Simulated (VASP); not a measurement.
# Ni (Fm-3m) in VASP: a series of runs

The runs below take Ni through relaxation of cell and atoms, single point, with PBEsol.

Everything below comes from runs of VASP 6.6.1. Logs are shortened: lines on timing, memory, paths and dates and some standing lists are left out, and cuts for length are marked.

## Step 1: The cell of the first run

Symmetry: Fm-3m, No. 225, cubic system. The conventional cell has a = 3.379 Å, b = 3.379 Å, c = 3.379 Å, α = 90.00°, β = 90.00°, γ = 90.00°. Within 3.2 Å of Ni (site symmetry m-3m) lie 12 Ni at 2.39 Å.

## Step 2: Relaxation of cell and atoms, PBEsol, collinear spin, ferromagnetic start, target pressure 20 GPa, at which the enthalpy is minimised

File INCAR:

```
SYSTEM = Ni
PREC     = Accurate       ! precision mode
ENCUT    = 600            ! plane-wave cutoff, eV
EDIFF    = 1E-6           ! SCF threshold, eV
ISMEAR   = 0              ! smearing method
SIGMA    = 0.1            ! smearing width, eV
LREAL    = .FALSE.        ! projectors in reciprocal space
LASPH    = .TRUE.         ! aspherical terms in the spheres
NELM     = 150            ! most SCF steps
ALGO     = Fast           ! electronic algorithm
ISIF     = 3              ! what is computed and relaxed
LWAVE    = .FALSE.        ! write WAVECAR
LCHARG   = .FALSE.        ! write CHGCAR
ISPIN    = 2              ! spin polarisation
MAGMOM   = 0.72           ! initial moments
LORBIT   = 11             ! projections on sites
LMAXMIX  = 4              ! l up to which the mixer works
GGA      = PS             ! functional
IBRION   = 2              ! ionic algorithm
NSW      = 70             ! ionic steps
EDIFFG   = -0.008         ! ionic threshold
PSTRESS  = 200.0
```

File KPOINTS:

```
regular mesh
0
G
  20 20 20
  0 0 0
```

File POSCAR:

```
Ni
1.0
    0.0000000000      1.6893227891      1.6893227891
    1.6893227891      0.0000000000      1.6893227891
    1.6893227891      1.6893227891      0.0000000000
Ni
1
Direct
    0.0000000000      0.0000000000      0.0000000000
```

Potentials or basis: VASP PAW PBE potentials, release 64 (Ni).

Command:

```bash
cat potpaw_PBE.64/Ni/POTCAR > POTCAR
mpirun -np 1 vasp_std > vasp.out
```

OUTCAR:

```text
SYSTEM = Ni
   PREC = Accurate
   ENCUT = 600
   EDIFF = 1E-6
   ISMEAR = 0
   LREAL = .FALSE.
   LASPH = .TRUE.
   NELM = 150
   ISIF = 3
   ISPIN = 2
   LORBIT = 11
   GGA = PS
   IBRION = 2
   NSW = 70
   EDIFFG = -0.008
   PSTRESS = 200.0

 ion  position               nearest neighbor table
   1  0.000  0.000  0.000-

  LATTYP: Found a face centered cubic cell.
 ALAT       =     3.3786455782

  Lattice vectors:

 A1 = (   0.0000000000,   1.6893227891,   1.6893227891)
 A2 = (   1.6893227891,   0.0000000000,   1.6893227891)
 A3 = (   1.6893227891,   1.6893227891,   0.0000000000)

Analysis of symmetry for initial positions (statically):
=====================================================================
 Subroutine PRICEL returns:
 Original cell was already a primitive cell.

 Routine SETGRP: Setting up the symmetry group for a
 face centered cubic supercell.

 Subroutine GETGRP returns: Found 48 space group operations
 (whereof 48 operations were pure point group operations)
 out of a pool of 48 trial point group operations.

The static configuration has the point symmetry O_h .

Analysis of symmetry for dynamics (positions and initial velocities):
=====================================================================
 Subroutine PRICEL returns:
 Original cell was already a primitive cell.

 Routine SETGRP: Setting up the symmetry group for a
 face centered cubic supercell.

 Subroutine GETGRP returns: Found 48 space group operations
 (whereof 48 operations were pure point group operations)
 out of a pool of 48 trial point group operations.

The dynamic configuration has the point symmetry O_h .

Analysis of structural, dynamic, and magnetic symmetry:
=====================================================================
 Subroutine PRICEL returns:
 Original cell was already a primitive cell.

 Routine SETGRP: Setting up the symmetry group for a
 face centered cubic supercell.

 Subroutine GETGRP returns: Found 48 space group operations
 (whereof 48 operations were pure point group operations)
 out of a pool of 48 trial point group operations.

The overall configuration has the point symmetry O_h .

 Subroutine INISYM returns: Found 48 space group operations
 (whereof 48 operations are pure point group operations),
 and found     1 'primitive' translations

----------------------------------------------------------------------------------------

                                     Primitive cell

  volume of cell :       9.6420

  direct lattice vectors                    reciprocal lattice vectors
     0.000000000  1.689322789  1.689322789    -0.295976591  0.295976591  0.295976591
     1.689322789  0.000000000  1.689322789     0.295976591 -0.295976591  0.295976591
     1.689322789  1.689322789  0.000000000     0.295976591  0.295976591 -0.295976591

  length of vectors
     2.389063200  2.389063200  2.389063200     0.512646493  0.512646493  0.512646493

  position of ions in fractional coordinates (direct lattice)
     0.000000000  0.000000000  0.000000000

  ion indices of the primitive-cell ions
   primitive index   ion index
                 1           1

----------------------------------------------------------------------------------------

 KPOINTS: regular mesh

Automatic generation of k-mesh.
 Grid dimensions read from file:
 generate k-points for:   20   20   20

 Generating k-lattice:

  Cartesian coordinates                     Fractional coordinates (reciprocal lattice)
    -0.014798830  0.014798830  0.014798830     0.050000000  0.000000000  0.000000000
     0.014798830 -0.014798830  0.014798830     0.000000000  0.050000000  0.000000000
     0.014798830  0.014798830 -0.014798830     0.000000000  0.000000000  0.050000000

  Length of vectors
     0.025632325  0.025632325  0.025632325

  Shift w.r.t. Gamma in fractional coordinates (k-lattice)
     0.000000000  0.000000000  0.000000000

 Subroutine IBZKPT returns following result:
 ===========================================

 Found    256 irreducible k-points:

 Following reciprocal coordinates:
            Coordinates               Weight
  0.000000  0.000000  0.000000      1.000000
  0.050000  0.000000  0.000000      8.000000
  0.100000  0.000000  0.000000      8.000000
  0.150000  0.000000  0.000000      8.000000
  0.200000  0.000000  0.000000      8.000000
  0.250000  0.000000  0.000000      8.000000
[... 16 lines left out ...]
 -0.400000  0.050000  0.000000     24.000000
 -0.350000  0.050000  0.000000     24.000000
 [... further k-points ...]
   k-points           NKPTS =    256   k-points in BZ     NKDIM =    256   number of bands    NBANDS=      9
   number of dos      NEDOS =    301   number of ions     NIONS =      1
   total plane-waves  NPLWV =   8000
   dimension x,y,z NGX =    20 NGY =   20 NGZ =   20
   dimension x,y,z NGXF=    40 NGYF=   40 NGZF=   40
   ions per type =               1
   NGX,Y,Z   is equivalent  to a cutoff of  13.92, 13.92, 13.92 a.u.
   NGXF,Y,Z  is equivalent  to a cutoff of  27.83, 27.83, 27.83 a.u.
 SYSTEM =  Ni
   PREC   = accura    normal or accurate (medium, high low for compatibility)
   ISTART =      0    job   : 0-new  1-cont  2-samecut
   ICHARG =      2    charge: 1-file 2-atom 10-const
   ISPIN  =      2    spin polarized calculation?
   LNONCOLLINEAR =      F non collinear calculations
   LSORBIT =      F    spin-orbit coupling
   LASPH  =      T    aspherical Exc in radial PAW
   ENCUT  =  600.0 eV  44.10 Ry    6.64 a.u.   4.77  4.77  4.77*2*pi/ulx,y,z
   NELM   =    150;   NELMIN=  2; NELMDL= -5     # of ELM steps
   EDIFF  = 0.1E-05   stopping-criterion for ELM
   LREAL  =      F    real-space projection
   EDIFFG = -.8E-02   stopping-criterion for IOM
   NSW    =     70    number of steps for IOM
   IBRION =      2    ionic relax: 0-MD 1-quasi-New 2-CG
   NFREE  =      1    steps in history (QN), initial steepest desc. (CG)
   ISIF   =      3    stress and relaxation
   ISYM   =      2    0-nonsym 1-usesym 2-fastsym
   POTIM  = 0.5000    time-step for ionic-motion
   TEBEG  =    0.0;   TEEND  =   0.0 temperature during run
   PSTRESS=  200.0 pullay stress
   NELECT =      10.0000    total number of electrons
   NUPDOWN=      -1.0000    fix difference up-down
   EMIN   =  10.00;   EMAX   =-10.00  energy-range for DOS
   EFERMI =   0.00;   METHOD = LEGACY
   ISMEAR =     0;   SIGMA  =   0.10  broadening in eV -4-tet -1-fermi 0-gaus
   EFERMI_NEDOS =   21; number of points for ismear=-14 and -15
   IALGO  =     68    algorithm
   IMIX   =      4    mixing-type and parameters
     AMIX     =   0.40;   BMIX     =  1.00
     AMIX_MAG =   1.60;   BMIX_MAG =  1.00
  volume/ion in A,a.u.               =       9.64        65.07
  Fermi-wavevector in a.u.,A,eV,Ry     =   1.657113  3.131490 37.361929  2.746024
  Thomas-Fermi vector in A             =   2.744922
   LORBIT       =     11    0 simple, 1 ext, 2 COOP (PROOUT), +10 PAW based schemes
   GGA     = PS    functional components
   LHFCALC =     F    Hartree Fock is set to
   AEXX    =    0.0000 exact exchange contribution
   IVDW    =     0    specifies the selected vdW correction
   LEPSILON=     F    determine dielectric tensor
   LRPA    =     F    only Hartree local field effects (RPA)
 conjugate gradient relaxation of ions
 spin polarized calculation
 RMM-DIIS sequential band-by-band and
 Gauss-broadening in eV      SIGMA  =   0.10
  energy-cutoff  :      600.00
  volume of cell :        9.64
 maximum number of plane-waves:       332
   NGX =  9   NGY =  9   NGZ =  9

 number of electron      10.0000005 magnetization       0.6116122

 Free energy of the ion-electron system (eV)
  ---------------------------------------------------
  ext. energy  EPLUGINS =         0.00000000
  ---------------------------------------------------
  free energy    TOTEN  =        -6.09656687 eV

  energy without entropy =       -6.08885885  energy(sigma->0) =       -6.09271286

 E-fermi :  11.0076     XC(G=0): -14.1687

 val. band max:       11.0050372716   @ k =   0.4500   0.1500   0.0500
 cond. band min:      11.0109070257   @ k =   0.3500   0.2500   0.0500
 fundamental gap:      0.0058697541
 Fermi energy:        11.0075668811

 spin component 1

 k-point     1 :       0.0000    0.0000    0.0000
  band No.  band energies     occupation
      1       1.0697      1.00000
      2       8.2505      1.00000
      3       8.2505      1.00000
      4       8.2505      1.00000
      5       9.6369      1.00000
      6       9.6369      1.00000
      7      35.7177      0.00000
      8      40.5199      0.00000
      9      40.5199      0.00000

 k-point     2 :       0.0500    0.0000    0.0000
  band No.  band energies     occupation
      1       1.1770      1.00000
      2       8.2189      1.00000
      3       8.2769      1.00000
      4       8.2769      1.00000
      5       9.6250      1.00000
      6       9.6250      1.00000
      7      35.5139      0.00000
      8      39.1117      0.00000
      9      40.3396      0.00000

 k-point     3 :       0.1000    0.0000    0.0000
  band No.  band energies     occupation
      1       1.4949      1.00000
      2       8.1317      1.00000
      3       8.3484      1.00000
      4       8.3484      1.00000
      5       9.5970      1.00000
      6       9.5970      1.00000
      7      34.3657      0.00000
      8      37.4749      0.00000
      9      39.9015      0.00000
[... 229 lines left out ...]
 k-point    23 :      -0.4000    0.0500    0.0000
  band No.  band energies     occupation
      1       5.3925      1.00000
      2       8.2549      1.00000
      3       8.3301      1.00000
      4       9.1699      1.00000
      5      10.2544      1.00000
      6      10.7819      0.99929
      7      19.2014      0.00000
      8      33.7926      0.00000
      9      36.5885      0.00000

 k-point    24 :      -0.3500    0.0500    0.0000
  band No.  band energies     occupation
      1       5.1237      1.00000
      2       8.3298      1.00000
      3       8.3954      1.00000
      4       8.4938      1.00000
      5      10.0544      1.00000
      6      10.4611      1.00000
      7      21.1396      0.00000
      8      33.9636      0.00000
      9      36.7976      0.00000

 [... further k-points ...]

 spin component 2

 k-point     1 :       0.0000    0.0000    0.0000
  band No.  band energies     occupation
      1       1.0692      1.00000
      2       8.9547      1.00000
      3       8.9547      1.00000
      4       8.9547      1.00000
      5      10.2373      1.00000
      6      10.2373      1.00000
      7      35.6255      0.00000
      8      40.5178      0.00000
      9      40.5178      0.00000

 k-point     2 :       0.0500    0.0000    0.0000
  band No.  band energies     occupation
      1       1.1767      1.00000
      2       8.9197      1.00000
      3       8.9821      1.00000
      4       8.9821      1.00000
      5      10.2246      1.00000
      6      10.2246      1.00000
      7      35.4417      0.00000
      8      39.1184      0.00000
      9      40.3455      0.00000

 k-point     3 :       0.1000    0.0000    0.0000
  band No.  band energies     occupation
      1       1.4952      1.00000
      2       8.8222      1.00000
      3       9.0551      1.00000
      4       9.0551      1.00000
      5      10.1958      1.00000
      6      10.1958      1.00000
      7      34.3759      0.00000
      8      37.4422      0.00000
      9      39.9369      0.00000
[... 229 lines left out ...]
 k-point    23 :      -0.4000    0.0500    0.0000
  band No.  band energies     occupation
      1       5.7383      1.00000
      2       8.8487      1.00000
      3       8.9370      1.00000
      4       9.4263      1.00000
      5      10.9777      0.66381
      6      11.4003      0.00000
      7      19.5347      0.00000
      8      33.7597      0.00000
      9      36.7122      0.00000

 k-point    24 :      -0.3500    0.0500    0.0000
  band No.  band energies     occupation
      1       5.3577      1.00000
      2       8.8266      1.00000
      3       8.9561      1.00000
      4       9.0112      1.00000
      5      10.7625      0.99974
      6      11.1388      0.03172
      7      21.4108      0.00000
      8      33.9488      0.00000
      9      36.8545      0.00000

 [... further k-points ...]
[... 5 lines left out ...]
  --------------------------------------------------------------------------------------
  -------------------------------------------------------------------------------------
  Total        1.1996329      1.1996329      1.1996329      0.0000000      0.0000000      0.0000000
  in kB      199.3384221    199.3384221    199.3384221      0.0000000      0.0000000      0.0000000
  external PRESSURE =      -0.6615779 kB  Pullay stress =     200.0000000 kB

 VOLUME and BASIS-vectors are now :
 -----------------------------------------------------------------------------
  energy-cutoff  :      600.00
  volume of cell :        9.64
      direct lattice vectors                 reciprocal lattice vectors
     0.000000000  1.689322789  1.689322789    -0.295976591  0.295976591  0.295976591
     1.689322789  0.000000000  1.689322789     0.295976591 -0.295976591  0.295976591
     1.689322789  1.689322789  0.000000000     0.295976591  0.295976591 -0.295976591

 POSITION                                       TOTAL-FORCE (eV/Angst)
 -----------------------------------------------------------------------------------
      0.00000      0.00000      0.00000         0.000000      0.000000      0.000000
 -----------------------------------------------------------------------------------
    total drift:                                0.000000     -0.000000      0.000000

  FREE ENERGIE OF THE ION-ELECTRON SYSTEM (eV)
  ---------------------------------------------------
  free  energy   TOTEN  =        -6.0965668732 eV

  energy  without entropy=       -6.0888588454  energy(sigma->0) =       -6.09271286

  enthalpy is  TOTEN    =        -4.8929525944 eV   P V=        1.2036142788

 reached required accuracy - stopping structural energy minimisation

 total charge

# of ion       s       p       d       tot
------------------------------------------
    1        0.557   0.622   8.379   9.558

 magnetization (x)

# of ion       s       p       d       tot
------------------------------------------
    1       -0.006  -0.025   0.641   0.611
```

Run time: 26 s. Hardware: 1 thread of Intel Xeon 6975P-C (Granite Rapids), shared host; peak memory 0.17 GiB.

What came out:

```yaml
Free_energy: -6.0966 eV
Pressure_after_relaxing: 19.9 GPa
Net_moment: 0.61 μB per cell
Site_moments: Ni +0.61 μB
Valence_electrons_inside_the_program's_atomic_spheres: Ni 9.56
```

Final structure:
```xyz
1
Lattice="0.0000 1.6893 1.6893 1.6893 0.0000 1.6893 1.6893 1.6893 0.0000" Properties=species:S:1:pos:R:3 pbc="T T T"
Ni    0.0000    0.0000    0.0000
```

Caveat: the relaxation stopped at its first step, so nothing moved; the cell is relaxed towards a set pressure, so the enthalpy falls and the energy may rise; the PAW data sets were made with another functional, which shifts forces and pressure a little.

[end of part 1 of 2]
